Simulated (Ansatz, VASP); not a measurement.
Given: the input of a run of VASP 6.6.1 on In.

File INCAR:

```
PREC = Accurate
ENCUT = 520
EDIFF = 1E-6
ISMEAR = -1
SIGMA = 0.05
LREAL = F
LASPH = T
NELM = 100
ALGO = Fast
ISIF = 2
LWAVE = F
LCHARG = F
GGA = PS
NBANDS = 34
```

The input KPOINTS:

```
Automatic mesh
0
Gamma
  9 9 3
```

File POSCAR:

```
In
1.0
    3.2951747201      0.0000000000      0.0000000000
   -1.6475873600      2.8537050175      0.0000000000
    0.0000000000      0.0000000000     10.5792442876
In
4
Direct
    0.6666666667      0.3333333333      0.7500000000
    0.0000000000      0.0000000000      0.5000000000
    0.3333333333      0.6666666667      0.2500000000
    0.0000000000      0.0000000000      0.0000000000
```

Potentials or basis: VASP PAW PBE potentials, release 64 (In_d).

The run is started by

```bash
$ cat potpaw_PBE.64/In_d/POTCAR > POTCAR
$ mpirun -np 1 vasp_std > vasp.out
```

Task: Translate it to Ansatz 0.2.0. Potentials there: all-electron LAPW, scalar-relativistic.

Result: As run (the cutoff follows the program's own potentials):

input.yaml

```yaml
crystal:
  lattice:
    - [3.2951747201, 0.0, 0.0]
    - [-1.64758736, 2.8537050175, 0.0]
    - [0.0, 0.0, 10.5792442876]
  atoms:
    - { symbol: In, position: [0.6666666667, 0.3333333333, 0.75] }
    - { symbol: In, position: [0.0, 0.0, 0.5] }
    - { symbol: In, position: [0.3333333333, 0.6666666667, 0.25] }
    - { symbol: In, position: [0.0, 0.0, 0.0] }
kpoints:
  mp_grid: { grid: [9, 9, 3] }
scf:
  occupations: { method: fermi_dirac, width: 0.05 }
hamiltonian:
  xc: pbesol
  pseudopotentials: { kind: all_electron, lapw: { basis_error: 0.001 } }
output:
  forces: true
  stress: true
  eigenvalues: true
```

Potentials or basis: all-electron LAPW, scalar-relativistic.

Run with:

```console
$ ansatz run input.yaml --threads 2 --pin off --max-ram 8192MiB --backend cpu --events-out ev --progress --plain --runs-dir out
```

Both were run:

|  | VASP | Ansatz | Ansatz less VASP |
| --- | --- | --- | --- |
| gap on the k mesh at the Fermi level (eV) | none | none | - |
| pressure (GPa) | 1.6 | 1.4 | -0.19 |
| traceless stress, the component that is largest in VASP (GPa) | 0.52 | 0.51 | -0.004 |

VASP's potentials were made for PBE, not for PBEsol. A gap of «none» marks a metal or a gap that the smearing closes. Ansatz ran all-electron here, and VASP with PAW potentials.
